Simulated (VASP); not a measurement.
# ScGa3 (P4/mmm) in VASP: further runs, part 3 of 3

VASP 6.6.1. Earlier steps stand in the parts before.

## 5. Single point, LDA (zz strain of +2 %)

INCAR reads:

```
SYSTEM = ScGa3
PREC     = Accurate       ! precision mode
ENCUT    = 520            ! plane-wave cutoff, eV
EDIFF    = 1E-7           ! SCF threshold, eV
ISMEAR   = -1             ! smearing method
SIGMA    = 0.05           ! smearing width, eV
LREAL    = .FALSE.        ! projectors in reciprocal space
LASPH    = .TRUE.         ! aspherical terms in the spheres
NELM     = 100            ! most SCF steps
ALGO     = Normal         ! electronic algorithm
ISIF     = 2              ! what is computed and relaxed
LWAVE    = .FALSE.        ! write WAVECAR
LCHARG   = .TRUE.         ! write CHGCAR
LELF     = .TRUE.         ! ELF
LVHAR    = .TRUE.       
NBANDS   = 33             ! bands
```

KPOINTS reads:

```
regular mesh
0
G
  9 9 9
  0 0 0
```

POSCAR reads:

```
ScGa3
1.0
    4.0950000000      0.0000000000      0.0000000000
    0.0000000000      4.0950000000      0.0000000000
    0.0000000000      0.0000000000      4.1769000000
Sc Ga
1 3
Direct
    0.0000000000      0.0000000000      0.0000000000
    0.0000000000      0.5000000000      0.5000000000
    0.5000000000      0.0000000000      0.5000000000
    0.5000000000      0.5000000000      0.0000000000
```

Potentials or basis: VASP PAW LDA potentials, release 64 (Sc_sv, Ga_d).

Started as:

```bash
cat potpaw_LDA.64/Sc_sv/POTCAR potpaw_LDA.64/Ga_d/POTCAR > POTCAR
mpirun -np 1 vasp_std > vasp.out
```

OUTCAR:

```text
SYSTEM = ScGa3
   PREC = Accurate
   ENCUT = 520
   EDIFF = 1E-7
   ISMEAR = -1
   LREAL = .FALSE.
   LASPH = .TRUE.
   NELM = 100
   ISIF = 2

 ion  position               nearest neighbor table
   1  0.000  0.000  0.000-   4 2.90   4 2.90   4 2.90   4 2.90   3 2.92   2 2.92   3 2.92   2 2.92
                             3 2.92   2 2.92   3 2.92   2 2.92
   2  0.000  0.500  0.500-   3 2.90   3 2.90   3 2.90   3 2.90   1 2.92   1 2.92   1 2.92   1 2.92

   3  0.500  0.000  0.500-   2 2.90   2 2.90   2 2.90   2 2.90   1 2.92   1 2.92   1 2.92   1 2.92

   4  0.500  0.500  0.000-   1 2.90   1 2.90   1 2.90   1 2.90

  LATTYP: Found a simple tetragonal cell.
 ALAT       =     4.0950000000
 C/A-ratio  =     1.0200000000

  Lattice vectors:

 A1 = (   4.0950000000,   0.0000000000,   0.0000000000)
 A2 = (   0.0000000000,   4.0950000000,   0.0000000000)
 A3 = (   0.0000000000,   0.0000000000,   4.1769000000)

Analysis of symmetry for initial positions (statically):
=====================================================================
 Subroutine PRICEL returns:
 Original cell was already a primitive cell.

 Routine SETGRP: Setting up the symmetry group for a
 simple tetragonal supercell.

 Subroutine GETGRP returns: Found 16 space group operations
 (whereof 16 operations were pure point group operations)
 out of a pool of 16 trial point group operations.

The static configuration has the point symmetry D_4h.

Analysis of symmetry for dynamics (positions and initial velocities):
=====================================================================
 Subroutine PRICEL returns:
 Original cell was already a primitive cell.

 Routine SETGRP: Setting up the symmetry group for a
 simple tetragonal supercell.

 Subroutine GETGRP returns: Found 16 space group operations
 (whereof 16 operations were pure point group operations)
 out of a pool of 16 trial point group operations.

The dynamic configuration has the point symmetry D_4h.

 Subroutine INISYM returns: Found 16 space group operations
 (whereof 16 operations are pure point group operations),
 and found     1 'primitive' translations

----------------------------------------------------------------------------------------

                                     Primitive cell

  volume of cell :      70.0425

  direct lattice vectors                    reciprocal lattice vectors
     4.095000000  0.000000000  0.000000000     0.244200244  0.000000000  0.000000000
     0.000000000  4.095000000  0.000000000     0.000000000  0.244200244  0.000000000
     0.000000000  0.000000000  4.176900000     0.000000000  0.000000000  0.239412004

  length of vectors
     4.095000000  4.095000000  4.176900000     0.244200244  0.244200244  0.239412004

  position of ions in fractional coordinates (direct lattice)
     0.000000000  0.000000000  0.000000000
     0.000000000  0.500000000  0.500000000
     0.500000000  0.000000000  0.500000000
     0.500000000  0.500000000  0.000000000

  ion indices of the primitive-cell ions
   primitive index   ion index
                 1           1
                 2           2
                 3           3
                 4           4

----------------------------------------------------------------------------------------

 KPOINTS: regular mesh

Automatic generation of k-mesh.
 Grid dimensions read from file:
 generate k-points for:    9    9    9

 Generating k-lattice:

  Cartesian coordinates                     Fractional coordinates (reciprocal lattice)
     0.027133360  0.000000000  0.000000000     0.111111111  0.000000000  0.000000000
     0.000000000  0.027133360  0.000000000     0.000000000  0.111111111  0.000000000
     0.000000000  0.000000000  0.026601334     0.000000000  0.000000000  0.111111111

  Length of vectors
     0.027133360  0.027133360  0.026601334

  Shift w.r.t. Gamma in fractional coordinates (k-lattice)
     0.000000000  0.000000000  0.000000000

 Subroutine IBZKPT returns following result:
 ===========================================

 Found     75 irreducible k-points:

 Following reciprocal coordinates:
            Coordinates               Weight
  0.000000  0.000000  0.000000      1.000000
  0.111111  0.000000  0.000000      4.000000
  0.222222  0.000000  0.000000      4.000000
  0.333333  0.000000  0.000000      4.000000
  0.444444  0.000000  0.000000      4.000000
  0.111111  0.111111  0.000000      4.000000
[... 16 lines left out ...]
  0.333333  0.111111  0.111111     16.000000
  0.444444  0.111111  0.111111     16.000000
 [... further k-points ...]
   k-points           NKPTS =     75   k-points in BZ     NKDIM =     75   number of bands    NBANDS=     33
   number of dos      NEDOS =    301   number of ions     NIONS =      4
   total plane-waves  NPLWV =  28800
   dimension x,y,z NGX =    30 NGY =   30 NGZ =   32
   dimension x,y,z NGXF=    60 NGYF=   60 NGZF=   64
   ions per type =               1   3
   NGX,Y,Z   is equivalent  to a cutoff of  12.18, 12.18, 12.74 a.u.
   NGXF,Y,Z  is equivalent  to a cutoff of  24.36, 24.36, 25.47 a.u.
 SYSTEM =  ScGa3
   PREC   = accura    normal or accurate (medium, high low for compatibility)
   ISTART =      0    job   : 0-new  1-cont  2-samecut
   ICHARG =      2    charge: 1-file 2-atom 10-const
   ISPIN  =      1    spin polarized calculation?
   LNONCOLLINEAR =      F non collinear calculations
   LSORBIT =      F    spin-orbit coupling
   LASPH  =      T    aspherical Exc in radial PAW
   ENCUT  =  520.0 eV  38.22 Ry    6.18 a.u.   7.61  7.61  7.77*2*pi/ulx,y,z
   NELM   =    100;   NELMIN=  2; NELMDL= -5     # of ELM steps
   EDIFF  = 0.1E-06   stopping-criterion for ELM
   LREAL  =      F    real-space projection
   EDIFFG = 0.1E-05   stopping-criterion for IOM
   NSW    =      0    number of steps for IOM
   IBRION =     -1    ionic relax: 0-MD 1-quasi-New 2-CG
   NFREE  =      0    steps in history (QN), initial steepest desc. (CG)
   ISIF   =      2    stress and relaxation
   ISYM   =      2    0-nonsym 1-usesym 2-fastsym
   POTIM  = 0.5000    time-step for ionic-motion
   TEBEG  =    0.0;   TEEND  =   0.0 temperature during run
   PSTRESS=    0.0 pullay stress
   NELECT =      50.0000    total number of electrons
   NUPDOWN=      -1.0000    fix difference up-down
   EMIN   =  10.00;   EMAX   =-10.00  energy-range for DOS
   EFERMI =   0.00;   METHOD = LEGACY
   ISMEAR =    -1;   SIGMA  =   0.05  broadening in eV -4-tet -1-fermi 0-gaus
   EFERMI_NEDOS =   21; number of points for ismear=-14 and -15
   IALGO  =     38    algorithm
   IMIX   =      4    mixing-type and parameters
     AMIX     =   0.40;   BMIX     =  1.00
     AMIX_MAG =   1.60;   BMIX_MAG =  1.00
  volume/ion in A,a.u.               =      17.51       118.17
  Fermi-wavevector in a.u.,A,eV,Ry     =   1.463112  2.764881 29.125942  2.140696
  Thomas-Fermi vector in A             =   2.579245
   LORBIT       =      0    0 simple, 1 ext, 2 COOP (PROOUT), +10 PAW based schemes
   GGA     = CA    functional components
   LHFCALC =     F    Hartree Fock is set to
   AEXX    =    0.0000 exact exchange contribution
   IVDW    =     0    specifies the selected vdW correction
   LEPSILON=     F    determine dielectric tensor
   LRPA    =     F    only Hartree local field effects (RPA)
 non-spin polarized calculation
  energy-cutoff  :      520.00
  volume of cell :       70.04
 maximum number of plane-waves:      1904
   NGX = 15   NGY = 15   NGZ = 15

 number of electron      50.0000008 magnetization

 Free energy of the ion-electron system (eV)
  ---------------------------------------------------
  ext. energy  EPLUGINS =         0.00000000
  ---------------------------------------------------
  free energy    TOTEN  =       -19.70205903 eV

  energy without entropy =      -19.69191196  energy(sigma->0) =      -19.69698549

 E-fermi :   5.9959     XC(G=0): -11.7048

 val. band max:        5.9745500201   @ k =   0.1111   0.1111   0.4444
 cond. band min:       5.9973030492   @ k =   0.3333   0.0000   0.3333
 fundamental gap:      0.0227530291
 Fermi energy:         5.9959223924

 k-point     1 :       0.0000    0.0000    0.0000
  band No.  band energies     occupation
      1     -42.7993      2.00000
      2     -21.8220      2.00000
      3     -21.8067      2.00000
      4     -21.8067      2.00000
      5      -9.1770      2.00000
      6      -9.1641      2.00000
[... 853 lines left out ...]
     32      10.4365      0.00000
     33      11.2805      0.00000

 [... further k-points ...]

------------------------ aborting loop because EDIFF is reached ----------------------------------------

  FORCE on cell =-STRESS in cart. coord.  units (eV):
  Direction    XX          YY          ZZ          XY          YZ          ZX
  --------------------------------------------------------------------------------------
  -------------------------------------------------------------------------------------
  Total       -2.5329337     -2.5329337     -3.4509538      0.0000000     -0.0000000      0.0000000
  in kB      -57.9392018    -57.9392018    -78.9383114      0.0000000     -0.0000000      0.0000000
  external PRESSURE =     -64.9389050 kB  Pullay stress =       0.0000000 kB

 VOLUME and BASIS-vectors are now :
 -----------------------------------------------------------------------------
  energy-cutoff  :      520.00
  volume of cell :       70.04
      direct lattice vectors                 reciprocal lattice vectors
     4.095000000  0.000000000  0.000000000     0.244200244  0.000000000  0.000000000
     0.000000000  4.095000000  0.000000000     0.000000000  0.244200244  0.000000000
     0.000000000  0.000000000  4.176900000     0.000000000  0.000000000  0.239412004

 POSITION                                       TOTAL-FORCE (eV/Angst)
 -----------------------------------------------------------------------------------
      0.00000      0.00000      0.00000         0.000000      0.000000      0.000000
      0.00000      2.04750      2.08845         0.000000      0.000000      0.000000
      2.04750      0.00000      2.08845         0.000000      0.000000      0.000000
      2.04750      2.04750      0.00000         0.000000      0.000000      0.000000
 -----------------------------------------------------------------------------------
    total drift:                                0.000000      0.000000     -0.000000

  FREE ENERGIE OF THE ION-ELECTRON SYSTEM (eV)
  ---------------------------------------------------
  free  energy   TOTEN  =       -19.7020590302 eV

  energy  without entropy=      -19.6919119558  energy(sigma->0) =      -19.69698549
```

Run time: 2 min. Hardware: 1 thread of Intel Xeon 6975P-C (Granite Rapids), shared host; peak memory 0.26 GiB.

Results:

* Free energy: -19.7021 eV
* Pressure: -6.5 GPa
* Band gap on the k mesh: zero (bands 25 and 26 overlap by 3.11 eV)

Stress tensor (GPa, compression positive):
```
-5.79  0.00  0.00
 0.00 -5.79  0.00
 0.00  0.00 -7.89
```

Levels at points of the mesh, in eV from the Fermi level:
```
           k point  band 22  band 23  band 24  band 25  band 26  band 27  band 28  band 29
(0.00, 0.00, 0.00)    -3.07    -2.03    -1.78    -1.78     1.65     1.65     1.70     3.03
```

Caveat: the cell differs from its parent crystal (zz strain of +2 %); the cell stands under tension.

## 6. Overview

| cell | gap on the mesh (eV) | pressure (GPa) |
| --- | --- | --- |
| a = 4.095, b = 4.095, c = 4.013 Å, 4 atoms | none | -3.8 |
| a = 4.095, b = 4.095, c = 4.054 Å, 4 atoms | none | -4.5 |
| a = 4.095, b = 4.095, c = 4.136 Å, 4 atoms | none | -5.9 |
| a = 4.095, b = 4.095, c = 4.177 Å, 4 atoms | none | -6.5 |

Alike in all rows: task single point; level LDA; potentials or basis VASP PAW LDA potentials, release 64 (Sc_sv, Ga_d); no spin polarisation; k mesh 9 × 9 × 9; cutoff (eV) 520; smearing fermi-dirac 0.05 eV.

Caveats: the cell stands under tension.

Total energies depend on the potentials used, so only differences within one code and one set of settings carry meaning.

The gap in the log of VASP goes by the Fermi energy; the results here count the filled bands.